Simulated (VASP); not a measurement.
# Cu2SiO3 (Immm) in VASP: single point with PBEsol

Aim: the single point of Cu2SiO3 with PBEsol.

Program: VASP 6.6.1. These are calculated values, not measurements. Logs are shortened: lines on timing, memory, paths and dates and some standing lists are left out, and cuts for length are marked.

## Step 1: The cell of the first run

It takes space group Immm (No. 71, orthorhombic). Conventional cell: a = 2.760 Å, b = 3.308 Å, c = 12.301 Å, α = 90.00°, β = 90.00°, γ = 90.00°. Cu (site symmetry mm2) has 4 O at 1.98 to 2.70 Å and 6 Cu at 2.63 to 2.76 Å within 2.8 Å. Within 2.2 Å of Si (site symmetry mmm) lie 6 O at 1.65 to 1.85 Å. Within 2.2 Å of O (site symmetry mmm) lie 2 Si at 1.65 Å. O (site symmetry mm2) has 2 Si at 1.85 Å and 2 Cu at 1.98 Å and 5 O at 2.48 to 2.49 Å within 2.5 Å.

## Step 2: Single point, PBEsol

The input, INCAR:

```
SYSTEM = Cu2SiO3
PREC = Accurate ; ENCUT = 520
EDIFF = 1E-6 ; ISMEAR = -1
SIGMA = 0.03 ; LREAL = .False.
LASPH = .True. ; NELM = 100
ALGO = Normal ; ISIF = 2
LWAVE = .False. ; LCHARG = .True.
GGA = PS ; LELF = .True.
LVHAR = .True. ; NBANDS = 31
```

The input, KPOINTS:

```
regular mesh
0
Gamma
  8 8 8
  0 0 0
```

The input, POSCAR:

```
Cu2SiO3
1.0
   -1.3798155994      1.6542463234      6.1504971608
    1.3798155994     -1.6542463234      6.1504971608
    1.3798155994      1.6542463234     -6.1504971608
Cu Si O
2 1 3
Direct
    0.6888478143      0.6888478143      0.0000000000
    0.3111521857      0.3111521857      0.0000000000
    0.0000000000      0.0000000000      0.0000000000
    0.5000000000      0.0000000000      0.5000000000
    0.1007494087      0.6007494087      0.5000000000
    0.8992505913      0.3992505913      0.5000000000
```

Potentials or basis: VASP PAW PBE potentials, release 64 (Cu, Si, O).

On the command line:

```bash
$ cat potpaw_PBE.64/Cu/POTCAR potpaw_PBE.64/Si/POTCAR potpaw_PBE.64/O/POTCAR > POTCAR
$ mpirun -np 1 vasp_std > vasp.out
```

OUTCAR:

```text
SYSTEM = Cu2SiO3
   PREC = Accurate
   ENCUT = 520
   EDIFF = 1E-6
   ISMEAR = -1
   LREAL = .False.
   LASPH = .True.
   NELM = 100
   ISIF = 2
   GGA = PS

 ion  position               nearest neighbor table
   1  0.689  0.689  0.000-   5 1.98   5 1.98   2 2.63   2 2.63   2 2.63   2 2.63
   2  0.311  0.311  0.000-   6 1.98   6 1.98   1 2.63   1 2.63   1 2.63   1 2.63
   3  0.000  0.000  0.000-   4 1.65   4 1.65   5 1.85   6 1.85   6 1.85   5 1.85
   4  0.500  0.000  0.500-   3 1.65   3 1.65
   5  0.101  0.601  0.500-   3 1.85   3 1.85   1 1.98   1 1.98
   6  0.899  0.399  0.500-   3 1.85   3 1.85   2 1.98   2 1.98

  LATTYP: Found a body centered orthorhombic cell.
 ALAT       =     2.7596311988
 B/A-ratio  =     1.1988894198
 C/A-ratio  =     4.4574776249

  Lattice vectors:

 A1 = (  -1.3798155994,   1.6542463234,   6.1504971608)
 A2 = (   1.3798155994,  -1.6542463234,   6.1504971608)
 A3 = (   1.3798155994,   1.6542463234,  -6.1504971608)

Analysis of symmetry for initial positions (statically):
=====================================================================
 Subroutine PRICEL returns:
 Original cell was already a primitive cell.

 Routine SETGRP: Setting up the symmetry group for a
 body centered orthorhombic supercell.

 Subroutine GETGRP returns: Found  8 space group operations
 (whereof  8 operations were pure point group operations)
 out of a pool of  8 trial point group operations.

The static configuration has the point symmetry D_2h.

Analysis of symmetry for dynamics (positions and initial velocities):
=====================================================================
 Subroutine PRICEL returns:
 Original cell was already a primitive cell.

 Routine SETGRP: Setting up the symmetry group for a
 body centered orthorhombic supercell.

 Subroutine GETGRP returns: Found  8 space group operations
 (whereof  8 operations were pure point group operations)
 out of a pool of  8 trial point group operations.

The dynamic configuration has the point symmetry D_2h.

 Subroutine INISYM returns: Found  8 space group operations
 (whereof  8 operations are pure point group operations),
 and found     1 'primitive' translations

----------------------------------------------------------------------------------------

                                     Primitive cell

  volume of cell :      56.1554

  direct lattice vectors                    reciprocal lattice vectors
    -1.379815599  1.654246323  6.150497161     0.000000000  0.302252447  0.081294241
     1.379815599 -1.654246323  6.150497161     0.362367261  0.000000000  0.081294241
     1.379815599  1.654246323 -6.150497161     0.362367261  0.302252447  0.000000000

  length of vectors
     6.516827243  6.516827243  6.516827243     0.312994082  0.371374186  0.471875592

  position of ions in fractional coordinates (direct lattice)
     0.688847814  0.688847814  0.000000000
     0.311152186  0.311152186  0.000000000
     0.000000000  0.000000000  0.000000000
     0.500000000  0.000000000  0.500000000
     0.100749409  0.600749409  0.500000000
     0.899250591  0.399250591  0.500000000

  ion indices of the primitive-cell ions
   primitive index   ion index
                 1           1
                 2           2
                 3           3
                 4           4
                 5           5
                 6           6

----------------------------------------------------------------------------------------

 KPOINTS: regular mesh

Automatic generation of k-mesh.
 Grid dimensions read from file:
 generate k-points for:    8    8    8

 Generating k-lattice:

  Cartesian coordinates                     Fractional coordinates (reciprocal lattice)
     0.000000000  0.037781556  0.010161780     0.125000000 -0.000000000  0.000000000
     0.045295908  0.000000000  0.010161780     0.000000000  0.125000000  0.000000000
     0.045295908  0.037781556  0.000000000     0.000000000 -0.000000000  0.125000000

  Length of vectors
     0.039124260  0.046421773  0.058984449

  Shift w.r.t. Gamma in fractional coordinates (k-lattice)
     0.000000000  0.000000000  0.000000000

 Subroutine IBZKPT returns following result:
 ===========================================

 Found     95 irreducible k-points:

 Following reciprocal coordinates:
            Coordinates               Weight
  0.000000  0.000000  0.000000      1.000000
  0.125000  0.000000 -0.000000      4.000000
  0.250000  0.000000 -0.000000      4.000000
  0.375000  0.000000 -0.000000      4.000000
  0.500000  0.000000 -0.000000      2.000000
  0.000000  0.125000  0.000000      4.000000
[... 16 lines left out ...]
  0.125000  0.375000  0.000000      8.000000
  0.250000  0.375000  0.000000      8.000000
 [... further k-points ...]
   k-points           NKPTS =     95   k-points in BZ     NKDIM =     95   number of bands    NBANDS=     31
   number of dos      NEDOS =    301   number of ions     NIONS =      6
   total plane-waves  NPLWV = 110592
   dimension x,y,z NGX =    48 NGY =   48 NGZ =   48
   dimension x,y,z NGXF=    96 NGYF=   96 NGZF=   96
   ions per type =               2   1   3
   NGX,Y,Z   is equivalent  to a cutoff of  12.24, 12.24, 12.24 a.u.
   NGXF,Y,Z  is equivalent  to a cutoff of  24.49, 24.49, 24.49 a.u.
 SYSTEM =  Cu2SiO3
   PREC   = accura    normal or accurate (medium, high low for compatibility)
   ISTART =      0    job   : 0-new  1-cont  2-samecut
   ICHARG =      2    charge: 1-file 2-atom 10-const
   ISPIN  =      1    spin polarized calculation?
   LNONCOLLINEAR =      F non collinear calculations
   LSORBIT =      F    spin-orbit coupling
   LASPH  =      T    aspherical Exc in radial PAW
   ENCUT  =  520.0 eV  38.22 Ry    6.18 a.u.  12.12 12.12 12.12*2*pi/ulx,y,z
   NELM   =    100;   NELMIN=  2; NELMDL= -5     # of ELM steps
   EDIFF  = 0.1E-05   stopping-criterion for ELM
   LREAL  =      F    real-space projection
   EDIFFG = 0.1E-04   stopping-criterion for IOM
   NSW    =      0    number of steps for IOM
   IBRION =     -1    ionic relax: 0-MD 1-quasi-New 2-CG
   NFREE  =      0    steps in history (QN), initial steepest desc. (CG)
   ISIF   =      2    stress and relaxation
   ISYM   =      2    0-nonsym 1-usesym 2-fastsym
   POTIM  = 0.5000    time-step for ionic-motion
   TEBEG  =    0.0;   TEEND  =   0.0 temperature during run
   PSTRESS=    0.0 pullay stress
   NELECT =      44.0000    total number of electrons
   NUPDOWN=      -1.0000    fix difference up-down
   EMIN   =  10.00;   EMAX   =-10.00  energy-range for DOS
   EFERMI =   0.00;   METHOD = LEGACY
   ISMEAR =    -1;   SIGMA  =   0.03  broadening in eV -4-tet -1-fermi 0-gaus
   EFERMI_NEDOS =   21; number of points for ismear=-14 and -15
   IALGO  =     38    algorithm
   IMIX   =      4    mixing-type and parameters
     AMIX     =   0.40;   BMIX     =  1.00
     AMIX_MAG =   1.60;   BMIX_MAG =  1.00
  volume/ion in A,a.u.               =       9.36        63.16
  Fermi-wavevector in a.u.,A,eV,Ry     =   1.509253  2.852074 30.991938  2.277843
  Thomas-Fermi vector in A             =   2.619599
   LORBIT       =      0    0 simple, 1 ext, 2 COOP (PROOUT), +10 PAW based schemes
   GGA     = PS    functional components
   LHFCALC =     F    Hartree Fock is set to
   AEXX    =    0.0000 exact exchange contribution
   IVDW    =     0    specifies the selected vdW correction
   LEPSILON=     F    determine dielectric tensor
   LRPA    =     F    only Hartree local field effects (RPA)
 non-spin polarized calculation
  energy-cutoff  :      520.00
  volume of cell :       56.16
 maximum number of plane-waves:      1524
   NGX = 25   NGY = 25   NGZ = 25

 number of electron      44.0000002 magnetization

 Free energy of the ion-electron system (eV)
  ---------------------------------------------------
  ext. energy  EPLUGINS =         0.00000000
  ---------------------------------------------------
  free energy    TOTEN  =       -37.95190190 eV

  energy without entropy =      -37.94848656  energy(sigma->0) =      -37.95019423

 E-fermi :   6.8910     XC(G=0): -12.4327

 val. band max:        6.8736859345   @ k =  -0.3750   0.5000   0.3750
 cond. band min:       6.9036908508   @ k =  -0.3750  -0.3750   0.3750
 fundamental gap:      0.0300049162
 Fermi energy:         6.8910229627

 k-point     1 :       0.0000    0.0000    0.0000
  band No.  band energies     occupation
      1     -14.7803      2.00000
      2     -12.3766      2.00000
      3     -10.6964      2.00000
      4      -1.4179      2.00000
      5      -1.3961      2.00000
      6       1.3131      2.00000
[... 23 lines left out ...]
     30      20.4035      0.00000
     31      20.5080      0.00000

 k-point     2 :       0.1250    0.0000   -0.0000
  band No.  band energies     occupation
      1     -14.6595      2.00000
      2     -12.3485      2.00000
      3     -10.8409      2.00000
      4      -2.1355      2.00000
      5      -0.4368      2.00000
      6       1.2101      2.00000
[... 23 lines left out ...]
     30      19.9365      0.00000
     31      21.2545      0.00000

 k-point     3 :       0.2500    0.0000   -0.0000
  band No.  band energies     occupation
      1     -14.3164      2.00000
      2     -12.2787      2.00000
      3     -11.2541      2.00000
      4      -2.5169      2.00000
      5       0.5087      2.00000
      6       0.7238      2.00000
[... 23 lines left out ...]
     30      19.1887      0.00000
     31      20.7785      0.00000

 k-point     4 :       0.3750    0.0000   -0.0000
  band No.  band energies     occupation
      1     -13.8317      2.00000
      2     -12.2053      2.00000
      3     -11.8236      2.00000
      4      -2.6106      2.00000
      5       0.0026      2.00000
      6       1.2919      2.00000
[... 635 lines left out ...]
     30      19.0892      0.00000
     31      19.5596      0.00000

 k-point    23 :       0.1250    0.3750    0.0000
  band No.  band energies     occupation
      1     -13.2321      2.00000
      2     -11.7379      2.00000
      3     -11.5234      2.00000
      4      -1.4922      2.00000
      5      -0.8385      2.00000
      6      -0.6222      2.00000
[... 23 lines left out ...]
     30      18.9264      0.00000
     31      19.0698      0.00000

 k-point    24 :       0.2500    0.3750    0.0000
  band No.  band energies     occupation
      1     -13.0122      2.00000
      2     -11.6840      2.00000
      3     -11.5361      2.00000
      4      -2.5733      2.00000
      5      -0.5426      2.00000
      6      -0.3819      2.00000
[... 23 lines left out ...]
     30      18.7704      0.00000
     31      19.0366      0.00000

 [... further k-points ...]

------------------------ aborting loop because EDIFF is reached ----------------------------------------

  FORCE on cell =-STRESS in cart. coord.  units (eV):
  Direction    XX          YY          ZZ          XY          YZ          ZX
  --------------------------------------------------------------------------------------
  -------------------------------------------------------------------------------------
  Total        0.2086916      0.5605972      0.1200144      0.0000000      0.0000000      0.0000000
  in kB        5.9542098     15.9944771      3.4241491      0.0000000      0.0000000      0.0000000
  external PRESSURE =       8.4576120 kB  Pullay stress =       0.0000000 kB

 VOLUME and BASIS-vectors are now :
 -----------------------------------------------------------------------------
  energy-cutoff  :      520.00
  volume of cell :       56.16
      direct lattice vectors                 reciprocal lattice vectors
    -1.379815599  1.654246323  6.150497161     0.000000000  0.302252447  0.081294241
     1.379815599 -1.654246323  6.150497161     0.362367261  0.000000000  0.081294241
     1.379815599  1.654246323 -6.150497161     0.362367261  0.302252447  0.000000000

 POSITION                                       TOTAL-FORCE (eV/Angst)
 -----------------------------------------------------------------------------------
      0.00000      0.00000      8.47351        -0.000000     -0.000000      0.016229
      0.00000      0.00000      3.82748         0.000000      0.000000     -0.016229
      0.00000      0.00000      0.00000         0.000000     -0.000000     -0.000000
      0.00000      1.65425      0.00000         0.000000     -0.000000     -0.000000
      1.37982      0.00000      1.23932         0.000000      0.000000      0.018049
      0.00000      1.65425      4.91118        -0.000000     -0.000000     -0.018049
 -----------------------------------------------------------------------------------
    total drift:                                0.000000      0.000000     -0.000000

  FREE ENERGIE OF THE ION-ELECTRON SYSTEM (eV)
  ---------------------------------------------------
  free  energy   TOTEN  =       -37.9519018989 eV

  energy  without entropy=      -37.9484865602  energy(sigma->0) =      -37.95019423
```

It took 14 min on 1 thread of Intel Xeon 8259CL, shared host; peak memory 0.41 GiB.

What came out:

```yaml
Free_energy: -37.9519 eV
Pressure: 0.8 GPa
Largest_force: 0.018 eV/Å
Band_gap_on_the_k_mesh: zero (bands 22 and 23 overlap by 0.12 eV)
```

Forces in eV/Å, atoms in the order of the input:
```
Cu   0.000  0.000  0.016
Cu   0.000  0.000 -0.016
Si   0.000  0.000  0.000
O    0.000  0.000  0.000
O    0.000  0.000  0.018
O    0.000  0.000 -0.018
```

Stress tensor (GPa, compression positive):
```
0.60 0.00 0.00
0.00 1.60 0.00
0.00 0.00 0.34
```

Caveat: semilocal functionals underestimate gaps, and a narrow one can read as zero; the PAW data sets were made with another functional, which shifts forces and pressure a little; semilocal functionals often make such compounds metallic where correlation or magnetic order opens a gap, which also shifts bond lengths. With open d or f shells a metallic result of PBEsol can be an artefact of self-interaction; +U or a hybrid may open a gap.

The gap in the log of VASP goes by the Fermi energy; the results here count the filled bands.